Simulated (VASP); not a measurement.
# Sn: single point with LDA

Sn:

```xyz
1
Lattice="-1.6792 1.7269 2.2742 1.6792 -1.7269 2.2742 1.6792 1.7269 -2.2742" Properties=species:S:1:pos:R:3 pbc="T T T"
Sn    0.0000    0.0000    0.0000
```

| Property | Result |
| --- | --- |
| Program | VASP 6.6.1 |
| Task | single point |
| Functional | LDA |
| Potentials or basis | VASP PAW LDA potentials, release 64 (Sn_d) |
| Cutoff | 520 eV |
| k mesh | 12 × 12 × 12 |
| Occupations | fermi-dirac, width 0.1 eV |
| Spin | no spin polarisation |
| Dipole correction | no |
| Further INCAR settings | ALGO = Normal; EDIFF = 1e-06; NBANDS = 13 |

- Pressure: -1.2 GPa
- Band gap on the k mesh: zero (band 7 reaches 15.81 eV, above the bottom of band 8 at 6.13 eV)

Stress tensor (GPa, compression positive):
```
-0.76  0.00  0.00
 0.00 -1.59  0.00
 0.00  0.00 -1.40
```

Levels at points of the mesh, in eV from the Fermi level:
```csv
k point,band 5,band 6,band 7,band 8,band 9,band 10
"(0.00, 0.00, 0.00)",-21.37,-11.38,7.57,7.72,8.18,10.83
"(0.50, 0.00, 0.00)",-21.30,-7.03,-4.80,5.62,6.42,10.30
"(0.00, 0.50, 0.00)",-21.30,-6.76,-4.73,5.15,6.09,9.88
"(0.50, 0.50, 0.00)",-21.27,-5.22,-3.91,2.14,2.52,5.88
"(0.50, 0.50, 0.50)",-21.28,-4.37,-3.38,1.22,1.90,4.86
```

It took 42 s on 1 thread of AMD EPYC 9R45 96-Core Processor (Zen 5), with other jobs on the host, peak memory 0.18 GiB.

Caveat: spin-orbit coupling is left out, which moves the levels of the heavy elements.
